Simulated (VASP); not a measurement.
# W (a cell with a defect) in VASP: single point with PBE+D3(BJ)

Aim: the single point of W (a cell with a defect) with PBE+D3(BJ).

Everything below comes from runs of VASP 6.6.1. Logs are shortened: lines on timing, memory, paths and dates and some standing lists are left out, and cuts for length are marked.

### Step 1. The cell of the first run

The cell holds a defect, 15 atoms: a = 6.320 Å, b = 6.320 Å, c = 6.320 Å, α = 90.00°, β = 90.00°, γ = 90.00°.

### Step 2. Single point, PBE+D3(BJ)

Input file INCAR:

```
PREC = Accurate
ENCUT = 520
EDIFF = 1E-7
ISMEAR = 0
SIGMA = 0.1
LREAL = Auto
LASPH = T
NELM = 80
ALGO = Normal
ISIF = 2
LWAVE = F
LCHARG = F
GGA = PE
IVDW = 12
NBANDS = 118
```

Input file KPOINTS:

```
regular mesh
0
Gamma
  3 3 3
```

Input file POSCAR:

```
W
1.0
    6.3200000000      0.0000000000      0.0000000000
    0.0000000000      6.3200000000      0.0000000000
    0.0000000000      0.0000000000      6.3200000000
W
15
Direct
    0.0016027711     -0.0024095510     -0.0008176812
    0.4966461537     -0.0025239084     -0.0008184526
    0.0017305858      0.5026298932     -0.0008764227
    0.0018215273     -0.0025363211      0.5042874755
    0.2491565770      0.2500520226      0.2516814163
    0.4967618339      0.5025877409     -0.0007719085
    0.4966872356     -0.0024299135      0.5041910294
    0.7491489980      0.2500616840      0.2517147478
    0.0015923549      0.5025353184      0.5041864947
    0.2491315773      0.7500488447      0.2516684479
    0.2491697720      0.2500718299      0.7517070123
    0.4965858115      0.5026267822      0.5042433054
    0.7491822766      0.7500445693      0.2517090430
    0.7491815013      0.2500585700      0.7517109480
    0.7491992240      0.7500724387      0.7517263446
```

Potentials or basis: VASP PAW PBE potentials, release 64 (W_sv).

On the command line:

```console
cat potpaw_PBE.64/W_sv/POTCAR > POTCAR
mpirun -np 1 vasp_std > vasp.out
```

OUTCAR:

```text
PREC = Accurate
   ENCUT = 520
   EDIFF = 1E-7
   ISMEAR = 0
   LREAL = Auto
   LASPH = T
   NELM = 80
   ISIF = 2
   GGA = PE
   IVDW = 12
 IVDW          = 12

 ion  position               nearest neighbor table
   1  0.002  0.998  0.999-  15 2.73  11 2.73  10 2.73  14 2.75  13 2.75   5 2.75   8 2.76   4 3.13
                             3 3.13   2 3.13   2 3.19   3 3.19   4 3.19
   2  0.497  0.997  0.999-  15 2.73  10 2.73  11 2.73  13 2.75   5 2.75  14 2.75   8 2.76   6 3.13
                             7 3.13   1 3.13   1 3.19   7 3.19   6 3.19
   3  0.002  0.503  0.999-  10 2.73  15 2.73  11 2.73  14 2.75  13 2.75   5 2.75   8 2.76   9 3.13
                             1 3.13   6 3.13   6 3.19   1 3.19   9 3.19
   4  0.002  0.997  0.504-  10 2.73  11 2.73  15 2.73   5 2.75  13 2.75  14 2.75   8 2.77   7 3.13
                             1 3.13   9 3.13   9 3.19   1 3.19   7 3.19
   5  0.249  0.250  0.252-   1 2.75   7 2.75   4 2.75   9 2.75   3 2.75   2 2.75  12 2.75   6 2.75
                            11 3.16   8 3.16  10 3.16  10 3.16   8 3.16  11 3.16
   6  0.497  0.503  0.999-  15 2.73  10 2.73  11 2.73  13 2.75  14 2.75   5 2.75   8 2.76   2 3.13
                            12 3.13   3 3.13   3 3.19  12 3.19   2 3.19
   7  0.497  0.998  0.504-  11 2.73  15 2.73  10 2.73  13 2.75  14 2.75   5 2.75   8 2.76   4 3.13
                            12 3.13   2 3.13   2 3.19  12 3.19   4 3.19
   8  0.749  0.250  0.252-   9 2.76   6 2.76   7 2.76   1 2.76   2 2.76  12 2.76   3 2.76   4 2.77
                            13 3.16   5 3.16  14 3.16  14 3.16   5 3.16  13 3.16
   9  0.002  0.503  0.504-  15 2.73  11 2.73  10 2.73  13 2.75  14 2.75   5 2.75   8 2.76   4 3.13
                             3 3.13  12 3.13  12 3.19   3 3.19   4 3.19
  10  0.249  0.750  0.252-   4 2.73   3 2.73   2 2.73  12 2.73   6 2.73   1 2.73   9 2.73   7 2.73
                            13 3.16   5 3.16   5 3.16  13 3.16
  11  0.249  0.250  0.752-   4 2.73   3 2.73  12 2.73   1 2.73   7 2.73   2 2.73   9 2.73   6 2.73
                             5 3.16  14 3.16  14 3.16   5 3.16
  12  0.497  0.503  0.504-  11 2.73  10 2.73  15 2.73  13 2.75   5 2.75  14 2.75   8 2.76   7 3.13
                             6 3.13   9 3.13   9 3.19   6 3.19   7 3.19
  13  0.749  0.750  0.252-   6 2.75   9 2.75   1 2.75   2 2.75   7 2.75   3 2.75  12 2.75   4 2.75
                            10 3.16  15 3.16   8 3.16   8 3.16  15 3.16  10 3.16
  14  0.749  0.250  0.752-   1 2.75   9 2.75   6 2.75   7 2.75   3 2.75   2 2.75  12 2.75   4 2.75
                            15 3.16  11 3.16   8 3.16   8 3.16  11 3.16  15 3.16
  15  0.749  0.750  0.752-   3 2.73   1 2.73   2 2.73   6 2.73   4 2.73   9 2.73  12 2.73   7 2.73
                            13 3.16  14 3.16  14 3.16  13 3.16

  LATTYP: Found a simple cubic cell.
 ALAT       =     6.3200000000

  Lattice vectors:

 A1 = (   6.3200000000,   0.0000000000,   0.0000000000)
 A2 = (   0.0000000000,   6.3200000000,   0.0000000000)
 A3 = (   0.0000000000,   0.0000000000,   6.3200000000)

Analysis of symmetry for initial positions (statically):
=====================================================================
[... 167 lines left out ...]
   IVDW    =    12    specifies the selected vdW correction
   LEPSILON=     F    determine dielectric tensor
   LRPA    =     F    only Hartree local field effects (RPA)
 non-spin polarized calculation
 Gauss-broadening in eV      SIGMA  =   0.10
  energy-cutoff  :      520.00
  volume of cell :      252.44
 maximum number of plane-waves:      6859
   NGX = 23   NGY = 23   NGZ = 23

 number of electron     210.0000002 magnetization

 Free energy of the ion-electron system (eV)
  ---------------------------------------------------
  ext. energy  EPLUGINS =         0.00000000
  ---------------------------------------------------
  free energy    TOTEN  =      -190.84563876 eV

  energy without entropy =     -190.77397479  energy(sigma->0) =     -190.80980677

 E-fermi :  10.2404     XC(G=0): -13.2204

 val. band max:       10.1858673480   @ k =   0.0000   0.0000   0.0000
 cond. band min:      10.2536332526   @ k =  -0.3333   0.0000   0.3333
 fundamental gap:      0.0677659047
 Fermi energy:        10.2403647229

 k-point     1 :       0.0000    0.0000    0.0000
  band No.  band energies     occupation
      1     -63.6467      2.00000
      2     -63.5735      2.00000
      3     -63.5735      2.00000
      4     -63.5734      2.00000
      5     -63.5642      2.00000
      6     -63.5642      2.00000
[... 1669 lines left out ...]
    116      12.6344      0.00000
    117      12.6510      0.00000
 [bands above 117 left out]

------------------------ aborting loop because EDIFF is reached ----------------------------------------

 Edisp (eV)   -9.80578

 E8    (eV) :    -5.0261

  FORCE on cell =-STRESS in cart. coord.  units (eV):
  Direction    XX          YY          ZZ          XY          YZ          ZX
  --------------------------------------------------------------------------------------
  -------------------------------------------------------------------------------------
  Total     -10.24705   -10.24933   -10.24070     0.00266     0.00429    -0.00956
  in kB     -65.03669   -65.05110   -64.99635     0.01686     0.02725    -0.06069
  external pressure =      -65.03 kB  Pullay stress =        0.00 kB

 VOLUME and BASIS-vectors are now :
 -----------------------------------------------------------------------------
  energy-cutoff  :      520.00
  volume of cell :      252.44
      direct lattice vectors                 reciprocal lattice vectors
     6.320000000  0.000000000  0.000000000     0.158227848  0.000000000  0.000000000
     0.000000000  6.320000000  0.000000000     0.000000000  0.158227848  0.000000000
     0.000000000  0.000000000  6.320000000     0.000000000  0.000000000  0.158227848

 POSITION                                       TOTAL-FORCE (eV/Angst)
 -----------------------------------------------------------------------------------
      0.01013      6.30477      6.31483         0.013251     -0.006647     -0.002455
      3.13880      6.30405      6.31483        -0.009487     -0.003697     -0.009029
      0.01094      3.17662      6.31446         0.008966      0.004770     -0.004559
      0.01151      6.30397      3.18710        -0.001055     -0.003030      0.005021
      1.57467      1.58033      1.59063         0.001227      0.000673      0.000511
      3.13953      3.17635      6.31512        -0.015270      0.003688     -0.009128
      3.13906      6.30464      3.18649        -0.007510     -0.006474      0.007613
      4.73462      1.58039      1.59084         0.002650     -0.001860      0.000367
      0.01006      3.17602      3.18646         0.012272      0.006040      0.006435
      1.57451      4.74031      1.59054         0.004413      0.000361      0.001624
      1.57475      1.58045      4.75079         0.002421     -0.000629     -0.000060
      3.13842      3.17660      3.18682        -0.006368      0.005765      0.009087
      4.73483      4.74028      1.59080        -0.001202      0.002604      0.001271
      4.73483      1.58037      4.75081        -0.001939     -0.000026     -0.002243
      4.73494      4.74046      4.75091        -0.002369     -0.001538     -0.004453
 -----------------------------------------------------------------------------------
    total drift:                                0.000332     -0.001634     -0.012321

  FREE ENERGIE OF THE ION-ELECTRON SYSTEM (eV)
  ---------------------------------------------------
  free  energy   TOTEN  =      -200.6514171362 eV

  energy  without entropy=     -200.5797531663  energy(sigma->0) =     -200.61558515
```

It used 1600 s of CPU time on 1 thread of AMD EPYC 7R13 Processor (Zen 3), with other jobs on the host.

Results:

```yaml
Free_energy: -200.6514 eV
Pressure: -6.5 GPa
Largest_force: 0.018 eV/Å
Band_gap_on_the_k_mesh: zero (band 105 reaches 10.27 eV, above the bottom of band 106 at 10.25 eV)
Dispersion_energy_per_atom: -0.654 eV
```

Forces in eV/Å, atoms in the order of the input:
```
W    0.013 -0.007 -0.002
W   -0.009 -0.004 -0.009
W    0.009  0.005 -0.005
W   -0.001 -0.003  0.005
W    0.001  0.001  0.001
W   -0.015  0.004 -0.009
W   -0.008 -0.006  0.008
W    0.003 -0.002  0.000
W    0.012  0.006  0.006
W    0.004  0.000  0.002
W    0.002 -0.001  0.000
W   -0.006  0.006  0.009
W   -0.001  0.003  0.001
W   -0.002  0.000 -0.002
W   -0.002 -0.002 -0.004
```

Caveat: spin-orbit coupling is left out, which moves the levels of the heavy elements.
